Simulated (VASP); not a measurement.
# Al2O3 (P-3m1) in VASP: a series of runs, part 2 of 2

VASP 6.6.1. The steps go on from the part before.

### Step 4. Relaxation of cell and atoms, LDA

This run uses another cell than the first one, of 11.95 Å³/atom.

Contents of INCAR:

```
PREC = Accurate
ENCUT = 600
EDIFF = 1E-7
ISMEAR = -1
SIGMA = 0.05
LREAL = F
LASPH = T
NELM = 100
ALGO = Normal
ISIF = 3
LWAVE = F
LCHARG = F
GGA = CA
IBRION = 2
NSW = 60
EDIFFG = -0.01
```

Contents of KPOINTS:

```
Automatic mesh
0
Gamma
  10 10 4
```

Contents of POSCAR:

```
Al2O3
1.0
    3.0174825440      0.0000000000      0.0000000000
   -1.5087412720      2.6132165386      0.0000000000
    0.0000000000      0.0000000000      7.5746360022
Al O
2 3
Direct
    0.0000000000      0.0000000000      0.7220490000
    0.0000000000      0.0000000000      0.2779510000
    0.0000000000      0.0000000000      0.5000000000
    0.6666666667      0.3333333333      0.8005460000
    0.3333333333      0.6666666667      0.1994540000
```

Potentials or basis: VASP PAW LDA potentials, release 64 (Al, O).

Command:

```sh
$ cat potpaw_LDA.64/Al/POTCAR potpaw_LDA.64/O/POTCAR > POTCAR
$ mpirun -np 1 vasp_std > vasp.out
```

OUTCAR:

```text
PREC = Accurate
   ENCUT = 600
   EDIFF = 1E-7
   ISMEAR = -1
   LREAL = F
   LASPH = T
   NELM = 100
   ISIF = 3
   GGA = CA
   IBRION = 2
   NSW = 60
   EDIFFG = -0.01

 ion  position               nearest neighbor table
   1  0.000  0.000  0.722-   3 1.68   4 1.84   4 1.84   4 1.84   2 3.36
   2  0.000  0.000  0.278-   3 1.68   5 1.84   5 1.84   5 1.84   1 3.36
   3  0.000  0.000  0.500-   1 1.68   2 1.68
   4  0.667  0.333  0.801-   1 1.84   1 1.84   1 1.84
   5  0.333  0.667  0.199-   2 1.84   2 1.84   2 1.84

  LATTYP: Found a hexagonal cell.
 ALAT       =     3.0174825440
 C/A-ratio  =     2.5102501478

  Lattice vectors:

 A1 = (   3.0174825440,   0.0000000000,   0.0000000000)
 A2 = (  -1.5087412720,   2.6132165386,   0.0000000000)
 A3 = (   0.0000000000,   0.0000000000,   7.5746360022)

Analysis of symmetry for initial positions (statically):
=====================================================================
 Subroutine PRICEL returns:
 Original cell was already a primitive cell.

 Routine SETGRP: Setting up the symmetry group for a
 hexagonal supercell.

 Subroutine GETGRP returns: Found 12 space group operations
 (whereof 12 operations were pure point group operations)
 out of a pool of 24 trial point group operations.

The static configuration has the point symmetry D_3d.

Analysis of symmetry for dynamics (positions and initial velocities):
=====================================================================
 Subroutine PRICEL returns:
 Original cell was already a primitive cell.

 Routine SETGRP: Setting up the symmetry group for a
 hexagonal supercell.

 Subroutine GETGRP returns: Found 12 space group operations
 (whereof 12 operations were pure point group operations)
 out of a pool of 24 trial point group operations.

The dynamic configuration has the point symmetry D_3d.

 Subroutine INISYM returns: Found 12 space group operations
 (whereof 12 operations are pure point group operations),
 and found     1 'primitive' translations

----------------------------------------------------------------------------------------

                                     Primitive cell

  volume of cell :      59.7285

  direct lattice vectors                    reciprocal lattice vectors
     3.017482544  0.000000000  0.000000000     0.331402083  0.191335082  0.000000000
    -1.508741272  2.613216539  0.000000000     0.000000000  0.382670163  0.000000000
     0.000000000  0.000000000  7.574636002     0.000000000  0.000000000  0.132019545

  length of vectors
     3.017482544  3.017482544  7.574636002     0.382670163  0.382670163  0.132019545

  position of ions in fractional coordinates (direct lattice)
     0.000000000  0.000000000  0.722049000
     0.000000000  0.000000000  0.277951000
     0.000000000  0.000000000  0.500000000
     0.666666667  0.333333333  0.800546000
     0.333333333  0.666666667  0.199454000

  ion indices of the primitive-cell ions
   primitive index   ion index
                 1           1
                 2           2
                 3           3
                 4           4
                 5           5

[... 65 lines left out ...]
   ISPIN  =      1    spin polarized calculation?
   LNONCOLLINEAR =      F non collinear calculations
   LSORBIT =      F    spin-orbit coupling
   LASPH  =      T    aspherical Exc in radial PAW
   ENCUT  =  600.0 eV  44.10 Ry    6.64 a.u.   6.03  6.03 15.13*2*pi/ulx,y,z
   NELM   =    100;   NELMIN=  2; NELMDL= -5     # of ELM steps
   EDIFF  = 0.1E-06   stopping-criterion for ELM
   LREAL  =      F    real-space projection
   EDIFFG = -.1E-01   stopping-criterion for IOM
   NSW    =     60    number of steps for IOM
   IBRION =      2    ionic relax: 0-MD 1-quasi-New 2-CG
   NFREE  =      1    steps in history (QN), initial steepest desc. (CG)
   ISIF   =      3    stress and relaxation
   ISYM   =      2    0-nonsym 1-usesym 2-fastsym
   POTIM  = 0.5000    time-step for ionic-motion
   TEBEG  =    0.0;   TEEND  =   0.0 temperature during run
   PSTRESS=    0.0 pullay stress
   NELECT =      24.0000    total number of electrons
   NUPDOWN=      -1.0000    fix difference up-down
   EMIN   =  10.00;   EMAX   =-10.00  energy-range for DOS
   EFERMI =   0.00;   METHOD = LEGACY
   ISMEAR =    -1;   SIGMA  =   0.05  broadening in eV -4-tet -1-fermi 0-gaus
   EFERMI_NEDOS =   21; number of points for ismear=-14 and -15
   IALGO  =     38    algorithm
   IMIX   =      4    mixing-type and parameters
     AMIX     =   0.40;   BMIX     =  1.00
     AMIX_MAG =   1.60;   BMIX_MAG =  1.00
  volume/ion in A,a.u.               =      11.95        80.61
  Fermi-wavevector in a.u.,A,eV,Ry     =   1.208049  2.282882 19.856107  1.459383
  Thomas-Fermi vector in A             =   2.343669
   LORBIT       =      0    0 simple, 1 ext, 2 COOP (PROOUT), +10 PAW based schemes
   GGA     = CA    functional components
   LHFCALC =     F    Hartree Fock is set to
   AEXX    =    0.0000 exact exchange contribution
   IVDW    =     0    specifies the selected vdW correction
   LEPSILON=     F    determine dielectric tensor
   LRPA    =     F    only Hartree local field effects (RPA)
 conjugate gradient relaxation of ions
 non-spin polarized calculation
  energy-cutoff  :      600.00
  volume of cell :       59.73
 maximum number of plane-waves:      2020
   NGX = 13   NGY = 13   NGZ = 31

--------------------------------------- Ionic step        1  -------------------------------------------

 number of electron      24.0000008 magnetization

 Free energy of the ion-electron system (eV)
  ---------------------------------------------------
  ext. energy  EPLUGINS =         0.00000000
  ---------------------------------------------------
  free energy    TOTEN  =       -39.69511977 eV

  energy without entropy =      -39.69511977  energy(sigma->0) =      -39.69511977

------------------------ aborting loop because EDIFF is reached ----------------------------------------

  FORCE on cell =-STRESS in cart. coord.  units (eV):
  Direction    XX          YY          ZZ          XY          YZ          ZX
  --------------------------------------------------------------------------------------
  -------------------------------------------------------------------------------------
  Total       -2.9995071     -2.9995071     -2.7366235      0.0000000     -0.0000000      0.0000000
  in kB      -80.4597259    -80.4597259    -73.4080530      0.0000000     -0.0000000      0.0000000
  external PRESSURE =     -78.1091683 kB  Pullay stress =       0.0000000 kB
[... 98 lines left out ...]
  FREE ENERGIE OF THE ION-ELECTRON SYSTEM (eV)
  ---------------------------------------------------
  free  energy   TOTEN  =       -39.7649465494 eV

  energy  without entropy=      -39.7649465494  energy(sigma->0) =      -39.76494655

[... ionic steps 4 to 18 ...]

--------------------------------------- Ionic step       19  -------------------------------------------

 number of electron      24.0000003 magnetization

------------------------ aborting loop because EDIFF is reached ----------------------------------------
[... 73 lines left out ...]
--------------------------------------- Ionic step       21  -------------------------------------------

 number of electron      24.0000003 magnetization

 Free energy of the ion-electron system (eV)
  ---------------------------------------------------
  ext. energy  EPLUGINS =         0.00000000
  ---------------------------------------------------
  free energy    TOTEN  =       -39.77292302 eV

  energy without entropy =      -39.77292302  energy(sigma->0) =      -39.77292302

 E-fermi :   5.2865     XC(G=0): -10.6245

 val. band max:        4.2521614835   @ k =   0.0000   0.0000   0.0000
 cond. band min:       6.7006824118   @ k =   0.0000   0.0000   0.0000
 fundamental gap:      2.4485209283
 Fermi energy:         5.2865167085

 k-point     1 :       0.0000    0.0000    0.0000
  band No.  band energies     occupation
      1     -15.4753      2.00000
      2     -15.1949      2.00000
      3     -12.4799      2.00000
      4      -1.7839      2.00000
      5      -0.6961      2.00000
      6       0.3333      2.00000
[... 433 lines left out ...]
      3     -11.9648      2.00000
      4      -3.4449      2.00000
      5      -3.0464      2.00000
      6      -0.3664      2.00000
[... 8 lines left out ...]
     15      12.5441      0.00000
     16      13.0178      0.00000

 [... further k-points ...]

------------------------ aborting loop because EDIFF is reached ----------------------------------------

  FORCE on cell =-STRESS in cart. coord.  units (eV):
  Direction    XX          YY          ZZ          XY          YZ          ZX
  --------------------------------------------------------------------------------------
  -------------------------------------------------------------------------------------
  Total        0.0170167      0.0170167      0.0273858      0.0000000     -0.0000000      0.0000000
  in kB        0.4920424      0.4920424      0.7918664      0.0000000     -0.0000000      0.0000000
  external PRESSURE =       0.5919837 kB  Pullay stress =       0.0000000 kB
[... 20 lines left out ...]
  FREE ENERGIE OF THE ION-ELECTRON SYSTEM (eV)
  ---------------------------------------------------
  free  energy   TOTEN  =       -39.7729230184 eV

  energy  without entropy=      -39.7729230183  energy(sigma->0) =      -39.77292302

 reached required accuracy - stopping structural energy minimisation
```

OSZICAR:

```text
N       E                     dE             d eps       ncg     rms          rms(c)
DAV:   1     0.126865424001E+03    0.12687E+03   -0.13674E+04  1600   0.152E+03
DAV:   2    -0.382477862727E+02   -0.16511E+03   -0.16028E+03  2048   0.293E+02
DAV:   3    -0.453522963127E+02   -0.71045E+01   -0.70934E+01  2120   0.725E+01
[... 192 lines left out ...]
DAV:   2    -0.397730307430E+02    0.37238E-04   -0.24853E-03  1960   0.417E-01    0.583E-02
DAV:   3    -0.397729440613E+02    0.86682E-04   -0.93792E-05  2200   0.911E-02    0.256E-02
DAV:   4    -0.397729232053E+02    0.20856E-04   -0.51622E-05  2184   0.626E-02    0.438E-03
DAV:   5    -0.397729231079E+02    0.97400E-07   -0.47512E-06  1952   0.195E-02    0.283E-03
DAV:   6    -0.397729230184E+02    0.89569E-07   -0.17164E-07  1704   0.397E-03
  21 F= -.39772923E+02 E0= -.39772923E+02  d E =-.918948E-04
```

CONTCAR:

```text
Al2O3
   1.00000000000000
     2.9646943869104234    0.0000000000000000   -0.0000000000000000
    -1.4823471934552117    2.5675006535404190   -0.0000000000000000
     0.0000000000000000    0.0000000000000000    7.2793707153529690
  Al              O
     2     3
Direct
     0.0000000000000000    0.0000000000000000    0.7284334718646345
     0.0000000000000000    0.0000000000000000    0.2715665281353658
     0.0000000000000000    0.0000000000000000    0.5000000000000000
     0.6666666667000030    0.3333333332999970    0.8085633639872097
     0.3333333332999970    0.6666666667000030    0.1914366360127903

  0.00000000E+00  0.00000000E+00  0.00000000E+00
  0.00000000E+00  0.00000000E+00  0.00000000E+00
  0.00000000E+00  0.00000000E+00  0.00000000E+00
  0.00000000E+00  0.00000000E+00  0.00000000E+00
  0.00000000E+00  0.00000000E+00  0.00000000E+00
```

It took 5.5 min on 1 thread of AMD EPYC 9R45 (Zen 5), shared host; peak memory 0.16 GiB.

Results:

| Quantity | Value |
| --- | --- |
| Free energy | -39.7729 eV |
| Relaxed volume | 11.08 Å³/atom |
| Relaxed cell | a = 2.965 Å, b = 2.965 Å, c = 7.279 Å, α = 90.00°, β = 90.00°, γ = 120.00° |
| Space group after relaxing (to 0.1 Å) | P-3m1 (No. 164) |
| Energy gained by relaxing | 15.6 meV/atom |
| Ionic steps | 21 |
| Pressure after relaxing | 0.1 GPa |
| Largest force after relaxing | 0.007 eV/Å |
| Band gap on the k mesh | 2.45 eV |

Forces on the atoms (eV/Å):
```
Al   0.000  0.000  0.007
Al   0.000  0.000 -0.007
O    0.000  0.000  0.000
O    0.000  0.000 -0.003
O    0.000  0.000  0.003
```

The path:
| step | energy change (eV) | largest force (eV/Å) | pressure (GPa) | volume (Å³) |
| --- | --- | --- | --- | --- |
| 1 | 0.0000 | 0.4309 | -7.81 | 59.73 |
| 2 | -0.0016 | 0.6554 | 8.80 | 54.83 |
| 3 | -0.0698 | 0.2537 | -0.15 | 57.19 |
| 4 | -0.0642 | 0.5742 | -0.15 | 56.93 |
| 5 | -0.0719 | 0.0946 | -0.17 | 57.10 |
| 6 | -0.0725 | 0.0537 | -0.05 | 57.00 |
| 7 | -0.0726 | 0.0411 | 0.04 | 56.93 |
| 8 | -0.0729 | 0.0365 | -0.09 | 56.91 |
| 9 | -0.0736 | 0.0219 | -0.50 | 56.87 |
| 10 | -0.0737 | 0.0825 | -1.30 | 56.77 |
| 11 | -0.0739 | 0.0550 | -0.96 | 56.81 |
| 12 | -0.0740 | 0.0549 | -0.95 | 56.80 |
| 13 | -0.0742 | 0.0547 | -0.93 | 56.76 |
| 14 | -0.0746 | 0.0543 | -0.88 | 56.69 |
| 15 | -0.0753 | 0.0543 | -0.81 | 56.53 |
| 16 | -0.0764 | 0.0721 | -0.65 | 56.22 |
| 17 | -0.0772 | 0.1459 | -0.27 | 55.61 |
| 18 | -0.0777 | 0.0134 | -0.09 | 55.34 |
| 19 | -0.0777 | 0.0101 | -0.12 | 55.38 |
| 20 | -0.0778 | 0.0084 | -0.07 | 55.39 |
| 21 | -0.0778 | 0.0069 | 0.06 | 55.41 |

Final structure:
```yaml
crystal:
  lattice:
    - [2.96469, 0.00000, 0.00000]
    - [-1.48235, 2.56750, 0.00000]
    - [0.00000, 0.00000, 7.27937]
  atoms:
    - { symbol: Al, position: [0.00000, 0.00000, 0.72843] }
    - { symbol: Al, position: [0.00000, 0.00000, 0.27157] }
    - { symbol: O, position: [0.00000, 0.00000, 0.50000] }
    - { symbol: O, position: [0.66667, 0.33333, 0.80856] }
    - { symbol: O, position: [0.33333, 0.66667, 0.19144] }
```

### Step 5. Overview

| task | level | potentials or basis | cell | cutoff (eV) | gap on the mesh (eV) | pressure (GPa) | largest force (eV/Å) |
| --- | --- | --- | --- | --- | --- | --- | --- |
| single point | r2SCAN | VASP PAW PBE potentials, release 64 (Al, O) | a = 2.986, b = 2.986, c = 7.600 Å, angles 90.0, 90.0, 120.0°, 5 atoms, atomic positions A | 520 | 3.14 | 0.0 | 0.09 |
| single point | r2SCAN | VASP PAW PBE potentials, release 64 (Al, O) | a = 3.017, b = 3.017, c = 7.575 Å, angles 90.0, 90.0, 120.0°, 5 atoms, atomic positions B | 520 | 2.95 | -5.6 | 0.41 |
| relaxation of cell and atoms | LDA | VASP PAW LDA potentials, release 64 (Al, O) | relaxed from a = 3.017, b = 3.017, c = 7.575 Å, angles 90.0, 90.0, 120.0°, 5 atoms, atomic positions B | 600 | 2.45 | 0.1 | 0.01 |

Alike in all rows: no spin polarisation; k mesh 10 × 10 × 4; smearing fermi-dirac 0.05 eV.

Caveats: the PAW data sets were made with another functional, which shifts forces and pressure a little (at least some runs); the cell stands under tension (at least some runs).

Total energies depend on the potentials used, so only differences within one code and one set of settings carry meaning.
